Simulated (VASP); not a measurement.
# Hf (P6_3/mmc) in VASP: a series of runs, part 2 of 2

VASP 6.6.1. Earlier steps stand in the parts before.

**3. Single point, LDA**

INCAR reads:

```
PREC = Accurate
ENCUT = 520
EDIFF = 1E-7
ISMEAR = 0
SIGMA = 0.6
LREAL = False
LASPH = True
NELM = 100
ALGO = Normal
ISIF = 2
LWAVE = False
LCHARG = True
GGA = CA
LELF = True
LVHAR = True
NBANDS = 17
```

KPOINTS reads:

```
regular mesh
0
Gamma
  12 12 7
```

POSCAR reads:

```
Hf
1.0
    3.1183974891      0.0000000000      0.0000000000
   -1.5591987445      2.7006114446      0.0000000000
    0.0000000000      0.0000000000      4.9475473504
Hf
2
Direct
    0.3333333333      0.6666666667      0.2500000000
    0.6666666667      0.3333333333      0.7500000000
```

Potentials or basis: VASP PAW LDA potentials, release 64 (Hf_pv).

Launch:

```sh
$ cat potpaw_LDA.64/Hf_pv/POTCAR > POTCAR
$ mpirun -np 1 vasp_std > vasp.out
```

OUTCAR:

```text
PREC = Accurate
   ENCUT = 520
   EDIFF = 1E-7
   ISMEAR = 0
   LREAL = False
   LASPH = True
   NELM = 100
   ISIF = 2
   GGA = CA

 ion  position               nearest neighbor table
   1  0.333  0.667  0.250-   2 3.06   2 3.06   2 3.06   2 3.06   2 3.06   2 3.06
   2  0.667  0.333  0.750-   1 3.06   1 3.06   1 3.06   1 3.06   1 3.06   1 3.06

  LATTYP: Found a hexagonal cell.
 ALAT       =     3.1183974891
 C/A-ratio  =     1.5865672570

  Lattice vectors:

[... 669 lines left out ...]

------------------------ aborting loop because EDIFF is reached ----------------------------------------

  FORCE on cell =-STRESS in cart. coord.  units (eV):
  Direction    XX          YY          ZZ          XY          YZ          ZX
  --------------------------------------------------------------------------------------
  -------------------------------------------------------------------------------------
  Total        0.0576251      0.0576251      0.3677982      0.0000000      0.0000000      0.0000000
  in kB        2.2158421      2.2158421     14.1428422      0.0000000      0.0000000      0.0000000
  external PRESSURE =       6.1915088 kB  Pullay stress =       0.0000000 kB

 VOLUME and BASIS-vectors are now :
 -----------------------------------------------------------------------------
  energy-cutoff  :      520.00
  volume of cell :       41.67
      direct lattice vectors                 reciprocal lattice vectors
     3.118397489  0.000000000  0.000000000     0.320677529  0.185143257  0.000000000
    -1.559198744  2.700611445  0.000000000     0.000000000  0.370286515  0.000000000
     0.000000000  0.000000000  4.947547350     0.000000000  0.000000000  0.202120350

 POSITION                                       TOTAL-FORCE (eV/Angst)
 -----------------------------------------------------------------------------------
     -0.00000      1.80041      1.23689         0.000000     -0.000000      0.000000
      1.55920      0.90020      3.71066        -0.000000      0.000000      0.000000
 -----------------------------------------------------------------------------------
    total drift:                               -0.000000      0.000000     -0.000000

  FREE ENERGIE OF THE ION-ELECTRON SYSTEM (eV)
  ---------------------------------------------------
  free  energy   TOTEN  =       -21.5502497625 eV

  energy  without entropy=      -21.1945057910  energy(sigma->0) =      -21.37237778
```

It took 20 s on 1 thread of Intel Xeon Platinum 8488C (Sapphire Rapids), shared host; peak memory 0.17 GiB.

What came out:

```
Free energy            : -21.5502 eV
Pressure               : 0.6 GPa
Band gap on the k mesh : zero (bands 10 and 11 overlap by 1.40 eV)
```

Levels at points of the mesh, in eV from the Fermi level:
```
           k point  band 6  band 7  band 8  band 9  band 10  band 11  band 12  band 13  band 14  band 15
(0.00, 0.00, 0.00)  -29.67   -7.46   -3.85    1.15     1.22     1.22     1.50     2.10     2.10     2.82
(0.50, 0.00, 0.00)  -29.81   -3.36   -2.94   -2.37    -0.46     0.82     1.05     1.87     6.40     6.96
```

Caveat: so wide a smearing shifts energies and pressures; spin-orbit coupling is left out, which moves the levels of the heavy elements.

**4. Single point, LDA**

INCAR reads:

```
  ALGO = Normal
  EDIFF = 1E-6
  ENCUT = 520
  ISIF = 2
  ISMEAR = 0
  LASPH = T
  LCHARG = F
  LREAL = F
  LWAVE = F
  NBANDS = 17
  NELM = 80
  PREC = Accurate
  SIGMA = 1.0
```

KPOINTS reads:

```
k-points
0
Gamma
  12 12 7
```

POSCAR is that of step 3.

Launch:

```sh
$ cat potpaw_LDA.64/Hf_pv/POTCAR > POTCAR
$ mpirun -np 1 vasp_std > vasp.out
```

Wall time 19 s (1 thread of Intel Xeon Platinum 8488C (Sapphire Rapids), shared host); peak memory 0.17 GiB.

Results (log left out):

| Item | Value |
| --- | --- |
| Free energy | -21.8930 eV |
| Pressure | 2.1 GPa |
| Band gap on the k mesh | zero (bands 10 and 11 overlap by 1.39 eV) |

Stress tensor (GPa, compression positive):
```
1.18 0.00 0.00
0.00 1.18 0.00
0.00 0.00 4.06
```

Levels at points of the mesh, in eV from the Fermi level:
| k point | band 7 | band 8 | band 9 | band 10 | band 11 | band 12 | band 13 | band 14 |
| --- | --- | --- | --- | --- | --- | --- | --- | --- |
| (0.00, 0.00, 0.00) | -7.43 | -3.82 | 1.19 | 1.25 | 1.25 | 1.55 | 2.14 | 2.14 |
| (0.50, 0.00, 0.00) | -3.33 | -2.91 | -2.32 | -0.42 | 0.86 | 1.09 | 1.91 | 6.44 |

Caveat: so wide a smearing shifts energies and pressures; spin-orbit coupling is left out, which moves the levels of the heavy elements.

**5. The runs side by side**

```tsv
smearing	gap on the mesh (eV)	pressure (GPa)
gaussian 0.3 eV	none	0.1
gaussian 0.6 eV	none	0.6
gaussian 1 eV	none	2.1
```

Alike in all rows: task single point; level LDA; potentials or basis VASP PAW LDA potentials, release 64 (Hf_pv); no spin polarisation; cell as given; k mesh 12 × 12 × 7; cutoff (eV) 520.

Caveats: so wide a smearing shifts energies and pressures; spin-orbit coupling is left out, which moves the levels of the heavy elements.

Total energies depend on the potentials used, so only differences within one code and one set of settings carry meaning.
